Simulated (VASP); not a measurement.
# KCl (I4/mmm) in VASP: further runs, part 2 of 2

VASP 6.6.1. Earlier steps stand in the parts before.

### Step 4. Single point, r2SCAN

This run uses another cell than the first one, of the same volume but with other edges.

File POSCAR:

```
KCl
1.0
    0.0000000000      3.3317912246      2.8320225409
    3.3317912246      0.0000000000      2.8320225409
    3.3317912246      3.3317912246      0.0000000000
K Cl
1 1
Direct
    0.0000000000      0.0000000000      0.0000000000
    0.5000000000      0.5000000000      0.5000000000
```

File INCAR.step1:

```
PREC = Accurate
ENCUT = 520
ISMEAR = 0
SIGMA = 0.05
LREAL = False
LASPH = True
NELM = 80
NBANDS = 15
GGA = PE
ALGO = Normal
EDIFF = 1E-4
LWAVE = True
LCHARG = False
```

File INCAR.step2:

```
PREC = Accurate
ENCUT = 520
EDIFF = 1E-7
ISMEAR = 0
SIGMA = 0.05
LREAL = False
LASPH = True
NELM = 80
ALGO = Normal
ISIF = 2
LWAVE = False
LCHARG = True
METAGGA = R2SCAN
LMIXTAU = True
LELF = True
LVHAR = True
NBANDS = 15
ISTART = 1
```

File KPOINTS:

```
regular mesh
0
Gamma
  8 8 8
```

Potentials or basis: VASP PAW PBE potentials, release 64 (K_sv, Cl).

Command:

```console
$ cat potpaw_PBE.64/K_sv/POTCAR potpaw_PBE.64/Cl/POTCAR > POTCAR
$ cp INCAR.step1 INCAR
$ mpirun -np 1 vasp_std > vasp.out
$ cp INCAR.step2 INCAR
$ mpirun -np 1 vasp_std > vasp.out
```

OUTCAR:

```text
PREC = Accurate
   ENCUT = 520
   EDIFF = 1E-7
   ISMEAR = 0
   LREAL = False
   LASPH = True
   NELM = 80
   ISIF = 2
   METAGGA = R2SCAN
   ISTART = 1

 ion  position               nearest neighbor table
   1  0.000  0.000  0.000-   2 2.83   2 2.83
   2  0.500  0.500  0.500-   1 2.83   1 2.83

  LATTYP: Found a body centered tetragonal cell.
 ALAT       =     4.7118643368
 C/A-ratio  =     1.2020815280

  Lattice vectors:

 A1 = (   0.0000000000,  -3.3317912246,  -2.8320225409)
 A2 = (   0.0000000000,   3.3317912246,  -2.8320225409)
 A3 = (   3.3317912246,   0.0000000000,   2.8320225409)

Analysis of symmetry for initial positions (statically):
=====================================================================
 Subroutine PRICEL returns:
 Original cell was already a primitive cell.

 Routine SETGRP: Setting up the symmetry group for a
 body centered tetragonal supercell.

 Subroutine GETGRP returns: Found 16 space group operations
 (whereof 16 operations were pure point group operations)
 out of a pool of 16 trial point group operations.

The static configuration has the point symmetry D_4h.

Analysis of symmetry for dynamics (positions and initial velocities):
[... 166 lines left out ...]

 k-point     1 :       0.0000    0.0000    0.0000
  band No.  band energies     occupation
      1     -30.5165      2.00000
      2     -14.9913      2.00000
      3     -13.2539      2.00000
      4     -13.2223      2.00000
      5     -13.2223      2.00000
      6      -2.3447      2.00000
      7      -2.3447      2.00000
      8      -2.1456      2.00000
      9       3.3801      0.00000
     10       6.4713      0.00000
     11       6.4713      0.00000
     12       7.3187      0.00000
     13       7.5063      0.00000
     14       8.4592      0.00000
[... 401 lines left out ...]
      2     -15.1404      2.00000
      3     -13.2551      2.00000
      4     -13.2414      2.00000
      5     -13.0181      2.00000
      6      -3.0495      2.00000
      7      -2.5939      2.00000
      8      -2.5008      2.00000
      9       5.3730      0.00000
     10       6.2779      0.00000
     11       8.0253      0.00000
     12       8.5513      0.00000
     13       8.7075      0.00000
     14       9.7442      0.00000
     15      10.5535      0.00000

 [... further k-points ...]
[... 5 lines left out ...]
  --------------------------------------------------------------------------------------
  -------------------------------------------------------------------------------------
  Total       -0.6215745     -0.6215745      3.0818525      0.0000000     -0.0000000      0.0000000
  in kB      -15.8387709    -15.8387709     78.5308276      0.0000000     -0.0000000      0.0000000
  external PRESSURE =      15.6177620 kB  Pullay stress =       0.0000000 kB

 VOLUME and BASIS-vectors are now :
 -----------------------------------------------------------------------------
  energy-cutoff  :      520.00
  volume of cell :       62.88
      direct lattice vectors                 reciprocal lattice vectors
     0.000000000  3.331791225  2.832022541    -0.150069427  0.150069427  0.176552267
     3.331791225  0.000000000  2.832022541     0.150069427 -0.150069427  0.176552267
     3.331791225  3.331791225  0.000000000     0.150069427  0.150069427 -0.176552267

 POSITION                                       TOTAL-FORCE (eV/Angst)
 -----------------------------------------------------------------------------------
      0.00000      0.00000      0.00000         0.000000      0.000000      0.000000
      3.33179      3.33179      2.83202         0.000000      0.000000     -0.000000
 -----------------------------------------------------------------------------------
    total drift:                                0.000000      0.000000      0.000000

  FREE ENERGIE OF THE ION-ELECTRON SYSTEM (eV)
  ---------------------------------------------------
  free  energy   TOTEN  =       -16.3317064517 eV

  energy  without entropy=      -16.3317064517  energy(sigma->0) =      -16.33170645
```

OUTCAR.step1:

```text
PREC = Accurate
   ENCUT = 520
   ISMEAR = 0
   LREAL = False
   LASPH = True
[... 655 lines left out ...]
      0.00000      0.00000      0.00000         0.000000      0.000000      0.000000
      3.33179      3.33179      2.83202        -0.000000     -0.000000      0.000000
 -----------------------------------------------------------------------------------
    total drift:                                0.000000      0.000000      0.000000

  FREE ENERGIE OF THE ION-ELECTRON SYSTEM (eV)
  ---------------------------------------------------
  free  energy   TOTEN  =        -6.6427778908 eV

  energy  without entropy=       -6.6427778908  energy(sigma->0) =       -6.64277789
```

OSZICAR.step1:

```text
N       E                     dE             d eps       ncg     rms          rms(c)
DAV:   1     0.105483246705E+03    0.10548E+03   -0.71900E+03  1770   0.962E+02
DAV:   2    -0.383494698351E+00   -0.10587E+03   -0.96229E+02  2343   0.238E+02
DAV:   3    -0.671372341403E+01   -0.63302E+01   -0.62918E+01  2393   0.520E+01
DAV:   4    -0.696479400440E+01   -0.25107E+00   -0.25100E+00  2743   0.922E+00
DAV:   5    -0.696695889116E+01   -0.21649E-02   -0.21648E-02  2477   0.959E-01    0.407E+00
DAV:   6    -0.664730349597E+01    0.31966E+00   -0.47160E-01  2267   0.350E+00    0.321E+00
DAV:   7    -0.662855174787E+01    0.18752E-01   -0.12716E-01  2428   0.202E+00    0.180E+00
DAV:   8    -0.664144079765E+01   -0.12889E-01   -0.19786E-02  2222   0.104E+00    0.211E-01
DAV:   9    -0.664201519737E+01   -0.57440E-03   -0.78547E-04  2506   0.177E-01    0.114E-01
DAV:  10    -0.664276920941E+01   -0.75401E-03   -0.78279E-04  1896   0.171E-01    0.222E-02
DAV:  11    -0.664277789084E+01   -0.86814E-05   -0.16428E-05  1921   0.301E-02
   1 F= -.66427779E+01 E0= -.66427779E+01  d E =-.550566E-15
```

It took 6.1 min on 1 thread of Intel Xeon Platinum 8259CL at 2.50GHz (Skylake/Cascade Lake), shared host; peak memory 0.24 GiB.

What came out:

- Free energy: -16.3317 eV
- Pressure: 1.6 GPa
- Band gap on the k mesh: 5.53 eV, direct

Stress tensor (GPa, compression positive):
```
-1.58  0.00  0.00
 0.00 -1.58  0.00
 0.00  0.00  7.85
```

Levels at points of the mesh, in eV from the valence-band top:
| k point | band 5 | band 6 | band 7 | band 8 | band 9 | band 10 | band 11 | band 12 |
| --- | --- | --- | --- | --- | --- | --- | --- | --- |
| (0.00, 0.00, 0.00) | -11.08 | -0.20 | -0.20 | 0.00 | 5.53 | 8.62 | 8.62 | 9.46 |
| (0.50, 0.00, 0.00) | -10.66 | -1.22 | -0.51 | -0.51 | 7.91 | 8.96 | 11.12 | 11.32 |
| (0.50, 0.50, 0.00) | -11.16 | -0.52 | -0.52 | -0.52 | 6.68 | 9.31 | 11.06 | 11.29 |
| (0.50, 0.00, 0.50) | -11.10 | -0.90 | -0.32 | -0.20 | 7.07 | 8.81 | 10.08 | 11.15 |

Caveat: the PAW data sets were made with another functional, which shifts forces and pressure a little.

### Step 5. Single point, r2SCAN

This run uses another cell than the first one, of the same volume but with other edges.

File POSCAR:

```
KCl
1.0
    0.0000000000      2.9700038108      3.5640045729
    2.9700038108      0.0000000000      3.5640045729
    2.9700038108      2.9700038108      0.0000000000
K Cl
1 1
Direct
    0.0000000000      0.0000000000      0.0000000000
    0.5000000000      0.5000000000      0.5000000000
```

File INCAR.step1:

```
PREC = Accurate
ENCUT = 520
ISMEAR = 0
SIGMA = 0.05
LREAL = F
LASPH = T
NELM = 60
NBANDS = 15
GGA = PE
ALGO = Normal
EDIFF = 1E-4
LWAVE = T
LCHARG = F
```

File INCAR.step2:

```
PREC = Accurate
ENCUT = 520
EDIFF = 1E-6
ISMEAR = 0
SIGMA = 0.05
LREAL = F
LASPH = T
NELM = 60
ALGO = Normal
ISIF = 2
LWAVE = F
LCHARG = F
METAGGA = R2SCAN
LMIXTAU = T
NBANDS = 15
ISTART = 1
```

File KPOINTS:

```
Automatic mesh
0
Gamma
  8 8 8
```

Command:

```console
$ cat potpaw_PBE.64/K_sv/POTCAR potpaw_PBE.64/Cl/POTCAR > POTCAR
$ cp INCAR.step1 INCAR
$ mpirun -np 1 vasp_std > vasp.out
$ cp INCAR.step2 INCAR
$ mpirun -np 1 vasp_std > vasp.out
```

Wall time 3.8 min (1 thread of Intel Xeon Platinum 8259CL at 2.50GHz (Skylake/Cascade Lake), shared host); peak memory 0.24 GiB.

It converged, with:

- Free energy: -16.3649 eV
- Pressure: 1.5 GPa
- Band gap on the k mesh: 5.62 eV, direct

Stress tensor (GPa, compression positive):
```
 3.37  0.00  0.00
 0.00  3.37  0.00
 0.00  0.00 -2.25
```

Levels at points of the mesh, in eV from the valence-band top:
```tsv
k point	band 4	band 5	band 6	band 7	band 8	band 9	band 10	band 11	band 12	band 13
(0.00, 0.00, 0.00)	-10.95	-10.95	-0.14	0.00	0.00	5.62	8.30	9.46	9.46	9.87
(0.50, 0.00, 0.00)	-10.93	-10.60	-1.14	-0.42	-0.40	7.99	9.01	11.31	11.48	11.64
(0.50, 0.50, 0.00)	-10.98	-10.98	-0.83	-0.12	-0.12	7.18	9.24	9.76	10.87	11.61
(0.50, 0.00, 0.50)	-11.07	-11.03	-0.60	-0.34	-0.30	6.98	9.15	10.85	11.31	11.40
```

Caveat: the PAW data sets were made with another functional, which shifts forces and pressure a little. A k mesh can miss the band edges.

### Step 6. The runs side by side

| cell | gap on the mesh (eV) | pressure (GPa) |
| --- | --- | --- |
| a = 4.339, b = 4.339, c = 5.010 Å, angles 54.7, 54.7, 70.5°, 2 atoms | 4.45 | 9.6 |
| a = 4.870, b = 4.870, c = 3.977 Å, angles 65.9, 65.9, 48.2°, 2 atoms | 5.29 | 5.5 |
| a = 4.373, b = 4.373, c = 4.712 Å, angles 57.4, 57.4, 65.2°, 2 atoms | 5.53 | 1.6 |
| a = 4.639, b = 4.639, c = 4.200 Å, angles 63.1, 63.1, 53.8°, 2 atoms | 5.62 | 1.5 |

Alike in all rows: task single point; level r2SCAN; potentials or basis VASP PAW PBE potentials, release 64 (K_sv, Cl); no spin polarisation; k mesh 8 × 8 × 8; cutoff (eV) 520; smearing gaussian 0.05 eV.

Caveats: the PAW data sets were made with another functional, which shifts forces and pressure a little.

Total energies depend on the potentials used, so only differences within one code and one set of settings carry meaning.
